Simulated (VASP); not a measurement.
# ZnSe (F-43m) in VASP: settings compared, part 3 of 3

VASP 6.6.1.

## 4. Single point, PBE

INCAR reads:

```
PREC     = Accurate       # precision mode
ENCUT    = 500            # plane-wave cutoff, eV
EDIFF    = 1E-6           # SCF threshold, eV
ISMEAR   = -1             # smearing method
SIGMA    = 0.051703999572871064 # smearing width, eV
LREAL    = F              # projectors in reciprocal space
LASPH    = T              # aspherical terms in the spheres
NELM     = 120            # most SCF steps
ALGO     = Normal         # electronic algorithm
ISIF     = 2              # what is computed and relaxed
LWAVE    = F              # write WAVECAR
LCHARG   = F              # write CHGCAR
GGA      = PE             # functional
ISYM     = 0            
NBANDS   = 16             # bands
GGA_COMPAT= F
```

KPOINTS reads:

```
Automatic mesh
0
Gamma
  2 2 2
  0.5 0.5 0
```

POSCAR reads:

```
ZnSe
1.0
    0.0000000000      2.8324425407      2.8324425407
    2.8324425407      0.0000000000      2.8324425407
    2.8324425407      2.8324425407      0.0000000000
Zn Se
1 1
Direct
    0.0000000000      0.0000000000      0.0000000000
    0.7500000000      0.7500000000      0.7500000000
```

Potentials or basis: VASP PAW PBE potentials, release 64 (Zn, Se).

Run with:

```bash
$ cat potpaw_PBE.64/Zn/POTCAR potpaw_PBE.64/Se/POTCAR > POTCAR
$ mpirun -np 1 vasp_std > vasp.out
```

OUTCAR:

```text
PREC = Accurate
   ENCUT = 500
   EDIFF = 1E-6
   ISMEAR = -1
   LREAL = F
   LASPH = T
   NELM = 120
   ISIF = 2
   GGA = PE
   ISYM = 0

 ion  position               nearest neighbor table
   1  0.000  0.000  0.000-   2 2.45   2 2.45   2 2.45   2 2.45
   2  0.750  0.750  0.750-   1 2.45   1 2.45   1 2.45   1 2.45

IMPORTANT INFORMATION: All symmetrisations will be switched off!
NOSYMM: (Re-)initialisation of all symmetry stuff for point group C_1.

----------------------------------------------------------------------------------------

                                     Primitive cell

  volume of cell :      45.4478

  direct lattice vectors                    reciprocal lattice vectors
     0.000000000  2.832442541  2.832442541    -0.176526088  0.176526088  0.176526088
     2.832442541  0.000000000  2.832442541     0.176526088 -0.176526088  0.176526088
     2.832442541  2.832442541  0.000000000     0.176526088  0.176526088 -0.176526088

  length of vectors
     4.005678656  4.005678656  4.005678656     0.305752153  0.305752153  0.305752153

  position of ions in fractional coordinates (direct lattice)
     0.000000000  0.000000000  0.000000000
     0.750000000  0.750000000  0.750000000

  ion indices of the primitive-cell ions
   primitive index   ion index
                 1           1
                 2           2

----------------------------------------------------------------------------------------

 KPOINTS: Automatic mesh

Automatic generation of k-mesh.
 Grid dimensions read from file:
 generate k-points for:    2    2    2

 Generating k-lattice:

  Cartesian coordinates                     Fractional coordinates (reciprocal lattice)
    -0.088263044  0.088263044  0.088263044     0.500000000  0.000000000  0.000000000
     0.088263044 -0.088263044  0.088263044     0.000000000  0.500000000  0.000000000
     0.088263044  0.088263044 -0.088263044     0.000000000  0.000000000  0.500000000

  Length of vectors
     0.152876076  0.152876076  0.152876076

  Shift w.r.t. Gamma in fractional coordinates (k-lattice)
     0.500000000  0.500000000  0.000000000

 Subroutine IBZKPT returns following result:
 ===========================================

 Found     12 irreducible k-points:

 Following reciprocal coordinates:
            Coordinates               Weight
  0.250000  0.250000  0.000000      2.000000
  0.000000  0.250000  0.250000      2.000000
  0.250000  0.000000  0.250000      2.000000
 -0.250000  0.250000  0.000000      2.000000
  0.000000 -0.250000  0.250000      2.000000
  0.250000  0.000000 -0.250000      2.000000
  0.250000  0.250000  0.500000      2.000000
 -0.250000  0.500000 -0.250000      2.000000
  0.500000 -0.250000 -0.250000      2.000000
 -0.250000  0.250000  0.500000      2.000000
  0.500000 -0.250000  0.250000      2.000000
  0.250000  0.500000 -0.250000      2.000000
   k-points           NKPTS =     12   k-points in BZ     NKDIM =     12   number of bands    NBANDS=     16
   number of dos      NEDOS =    301   number of ions     NIONS =      2
   total plane-waves  NPLWV =  27000
   dimension x,y,z NGX =    30 NGY =   30 NGZ =   30
   dimension x,y,z NGXF=    60 NGYF=   60 NGZF=   60
   ions per type =               1   1
   NGX,Y,Z   is equivalent  to a cutoff of  12.45, 12.45, 12.45 a.u.
   NGXF,Y,Z  is equivalent  to a cutoff of  24.90, 24.90, 24.90 a.u.
 SYSTEM =  unknown system
   PREC   = accura    normal or accurate (medium, high low for compatibility)
   ISTART =      0    job   : 0-new  1-cont  2-samecut
   ICHARG =      2    charge: 1-file 2-atom 10-const
   ISPIN  =      1    spin polarized calculation?
   LNONCOLLINEAR =      F non collinear calculations
   LSORBIT =      F    spin-orbit coupling
   LASPH  =      T    aspherical Exc in radial PAW
   ENCUT  =  500.0 eV  36.75 Ry    6.06 a.u.   7.30  7.30  7.30*2*pi/ulx,y,z
   NELM   =    120;   NELMIN=  2; NELMDL= -5     # of ELM steps
   EDIFF  = 0.1E-05   stopping-criterion for ELM
   LREAL  =      F    real-space projection
   EDIFFG = 0.1E-04   stopping-criterion for IOM
   NSW    =      0    number of steps for IOM
   IBRION =     -1    ionic relax: 0-MD 1-quasi-New 2-CG
   NFREE  =      0    steps in history (QN), initial steepest desc. (CG)
   ISIF   =      2    stress and relaxation
   ISYM   =      0    0-nonsym 1-usesym 2-fastsym
   POTIM  = 0.5000    time-step for ionic-motion
   TEBEG  =    0.0;   TEEND  =   0.0 temperature during run
   PSTRESS=    0.0 pullay stress
   NELECT =      18.0000    total number of electrons
   NUPDOWN=      -1.0000    fix difference up-down
   EMIN   =  10.00;   EMAX   =-10.00  energy-range for DOS
   EFERMI =   0.00;   METHOD = LEGACY
   ISMEAR =    -1;   SIGMA  =   0.05  broadening in eV -4-tet -1-fermi 0-gaus
   EFERMI_NEDOS =   21; number of points for ismear=-14 and -15
   IALGO  =     38    algorithm
   IMIX   =      4    mixing-type and parameters
     AMIX     =   0.40;   BMIX     =  1.00
     AMIX_MAG =   1.60;   BMIX_MAG =  1.00
  volume/ion in A,a.u.               =      22.72       153.35
  Fermi-wavevector in a.u.,A,eV,Ry     =   1.202249  2.271922 19.665909  1.445404
  Thomas-Fermi vector in A             =   2.338036
   LORBIT       =      0    0 simple, 1 ext, 2 COOP (PROOUT), +10 PAW based schemes
   GGA     = PE    functional components
   LHFCALC =     F    Hartree Fock is set to
   AEXX    =    0.0000 exact exchange contribution
   IVDW    =     0    specifies the selected vdW correction
   LEPSILON=     F    determine dielectric tensor
   LRPA    =     F    only Hartree local field effects (RPA)
 non-spin polarized calculation
  energy-cutoff  :      500.00
  volume of cell :       45.45
 maximum number of plane-waves:      1174
 NGX is ok and might be reduce to    30
   NGX = 15   NGY = 15   NGZ = 15

 number of electron      18.0000011 magnetization

 Free energy of the ion-electron system (eV)
  ---------------------------------------------------
  ext. energy  EPLUGINS =         0.00000000
  ---------------------------------------------------
  free energy    TOTEN  =        -6.39506829 eV

  energy without entropy =       -6.39506829  energy(sigma->0) =       -6.39506829

 E-fermi :   1.9376     XC(G=0):  -9.3558

 val. band max:        0.6571149639   @ k =  -0.2500   0.2500   0.0000
 cond. band min:       5.5236650065   @ k =   0.2500   0.0000   0.2500
 fundamental gap:      4.8665500426
 Fermi energy:         1.9376271400

 k-point     1 :       0.2500    0.2500    0.0000
  band No.  band energies     occupation
      1     -11.2362      2.00000
      2      -4.9271      2.00000
      3      -4.8009      2.00000
      4      -4.8009      2.00000
      5      -4.5604      2.00000
      6      -4.5097      2.00000
[... 8 lines left out ...]
     15      13.9252      0.00000
     16      15.3962      0.00000

 k-point     2 :       0.0000    0.2500    0.2500
  band No.  band energies     occupation
      1     -11.2362      2.00000
      2      -4.9271      2.00000
      3      -4.8009      2.00000
      4      -4.8009      2.00000
      5      -4.5604      2.00000
      6      -4.5097      2.00000
[... 8 lines left out ...]
     15      13.9252      0.00000
     16      15.3962      0.00000

 k-point     3 :       0.2500    0.0000    0.2500
  band No.  band energies     occupation
      1     -11.2362      2.00000
      2      -4.9271      2.00000
      3      -4.8009      2.00000
      4      -4.8009      2.00000
      5      -4.5604      2.00000
      6      -4.5097      2.00000
[... 8 lines left out ...]
     15      13.9252      0.00000
     16      15.3962      0.00000
[... 134 lines left out ...]
 k-point    11 :       0.5000   -0.2500    0.2500
  band No.  band energies     occupation
      1     -10.6620      2.00000
      2      -4.7958      2.00000
      3      -4.7015      2.00000
      4      -4.5696      2.00000
      5      -4.5650      2.00000
      6      -4.2370      2.00000
[... 8 lines left out ...]
     15      15.3634      0.00000
     16      15.6922      0.00000

 k-point    12 :       0.2500    0.5000   -0.2500
  band No.  band energies     occupation
      1     -10.6620      2.00000
      2      -4.7958      2.00000
      3      -4.7015      2.00000
      4      -4.5696      2.00000
      5      -4.5650      2.00000
      6      -4.2370      2.00000
[... 8 lines left out ...]
     15      15.3634      0.00000
     16      15.6922      0.00000

------------------------ aborting loop because EDIFF is reached ----------------------------------------

  FORCE on cell =-STRESS in cart. coord.  units (eV):
  Direction    XX          YY          ZZ          XY          YZ          ZX
  --------------------------------------------------------------------------------------
  -------------------------------------------------------------------------------------
  Total        0.2448813      0.2448782      0.2448766      0.0000569      0.0000406      0.0000527
  in kB        8.6328231      8.6327147      8.6326597      0.0020076      0.0014301      0.0018572
  external PRESSURE =       8.6327325 kB  Pullay stress =       0.0000000 kB

 VOLUME and BASIS-vectors are now :
 -----------------------------------------------------------------------------
  energy-cutoff  :      500.00
  volume of cell :       45.45
      direct lattice vectors                 reciprocal lattice vectors
     0.000000000  2.832442541  2.832442541    -0.176526088  0.176526088  0.176526088
     2.832442541  0.000000000  2.832442541     0.176526088 -0.176526088  0.176526088
     2.832442541  2.832442541  0.000000000     0.176526088  0.176526088 -0.176526088

 POSITION                                       TOTAL-FORCE (eV/Angst)
 -----------------------------------------------------------------------------------
      0.00000      0.00000      0.00000        -0.000002      0.000001      0.000002
      4.24866      4.24866      4.24866         0.000002     -0.000001     -0.000002
 -----------------------------------------------------------------------------------
    total drift:                                0.000000      0.000009      0.000009

  FREE ENERGIE OF THE ION-ELECTRON SYSTEM (eV)
  ---------------------------------------------------
  free  energy   TOTEN  =        -6.3950682941 eV

  energy  without entropy=       -6.3950682941  energy(sigma->0) =       -6.39506829
```

It took 6.9 s on 1 thread of AMD EPYC 9R45 (Zen 5), shared host; peak memory 0.13 GiB.

Results:

```yaml
Free_energy: -6.3951 eV
Pressure: 0.9 GPa
Band_gap_on_the_k_mesh: 4.87 eV, indirect (least direct gap 5.09 eV)
```

Levels at points of the mesh, in eV from the valence-band top:
```csv
k point,band 5,band 6,band 7,band 8,band 9,band 10,band 11,band 12,band 13,band 14
"(0.25, 0.25, 0.00)",-5.22,-5.17,-1.95,-0.34,-0.34,4.87,4.97,8.97,8.97,9.20
```

Caveat: the k points lie up to 0.96 Å⁻¹ apart. A k mesh can miss the band edges.

## 5. Single point, PBE+D3(BJ)

INCAR reads:

```
SYSTEM = ZnSe
PREC = Accurate
ENCUT = 500
EDIFF = 1E-6
ISMEAR = 0
SIGMA = 0.1
LREAL = .False.
LASPH = .True.
NELM = 120
ALGO = Normal
ISIF = 2
LWAVE = .False.
LCHARG = .True.
GGA = PE
IVDW = 12
LELF = .True.
LVHAR = .True.
NBANDS = 16
GGA_COMPAT = .False.
```

KPOINTS reads:

```
regular mesh
0
Gamma
  4 4 4
  0 0 0
```

POSCAR reads:

```
ZnSe
1.0
    0.0000000000      2.8324425407      2.8324425407
    2.8324425407      0.0000000000      2.8324425407
    2.8324425407      2.8324425407      0.0000000000
Zn Se
1 1
Direct
    0.0570000000      0.2300000000      0.1440000000
    0.8070000000      0.9800000000      0.8940000000
```

Run with:

```bash
$ cat potpaw_PBE.64/Zn/POTCAR potpaw_PBE.64/Se/POTCAR > POTCAR
$ mpirun -np 1 vasp_std > vasp.out
```

Wall time 6.1 s (1 thread of AMD EPYC 9R45 (Zen 5), shared host); peak memory 0.14 GiB.

It converged, with:

| Item | Value |
| --- | --- |
| Free energy | -6.5975 eV |
| Pressure | 0.2 GPa |
| Band gap on the k mesh | 1.28 eV, direct |
| Dispersion energy per atom | -0.323 eV |

Levels at points of the mesh, in eV from the valence-band top:
| k point | band 5 | band 6 | band 7 | band 8 | band 9 | band 10 | band 11 | band 12 | band 13 | band 14 |
| --- | --- | --- | --- | --- | --- | --- | --- | --- | --- | --- |
| (0.00, 0.00, 0.00) | -6.21 | -6.21 | 0.00 | 0.00 | 0.00 | 1.28 | 5.78 | 5.78 | 5.78 | 9.92 |
| (0.50, 0.00, 0.00) | -6.19 | -6.05 | -5.25 | -0.87 | -0.87 | 2.53 | 6.36 | 6.36 | 8.58 | 10.97 |
| (0.50, 0.50, 0.00) | -6.16 | -6.03 | -4.78 | -2.20 | -2.20 | 2.96 | 3.44 | 10.75 | 11.24 | 11.24 |

Caveat: the k points lie up to 0.48 Å⁻¹ apart.

## 6. Summary

| level | cell | k mesh | smearing | gap on the mesh (eV) | pressure (GPa) |
| --- | --- | --- | --- | --- | --- |
| PBEsol | a = 4.006 Å, angles 60.0°, 2 atoms | 2 × 2 × 2 | gaussian 0.1 eV | 1.03 | 5.2 |
| PBE | a = 3.820 Å, angles 60.0°, 2 atoms | 2 × 2 × 2, shifted | gaussian 0.1 eV | 3.71 | 16.1 |
| PBE | a = 4.006 Å, angles 60.0°, 2 atoms | 2 × 2 × 2, shifted | fermi-dirac 0.051704 eV | 4.87 | 0.9 |
| PBE+D3(BJ) | a = 4.006 Å, angles 60.0°, 2 atoms | 4 × 4 × 4 | gaussian 0.1 eV | 1.28 | 0.2 |

Alike in all rows: task single point; potentials or basis VASP PAW PBE potentials, release 64 (Zn, Se); no spin polarisation; cutoff (eV) 500.

Caveats: all runs use coarse meshes; the PAW data sets were made with another functional, which shifts forces and pressure a little (some runs).

Total energies depend on the potentials used, so only differences within one code and one set of settings carry meaning.
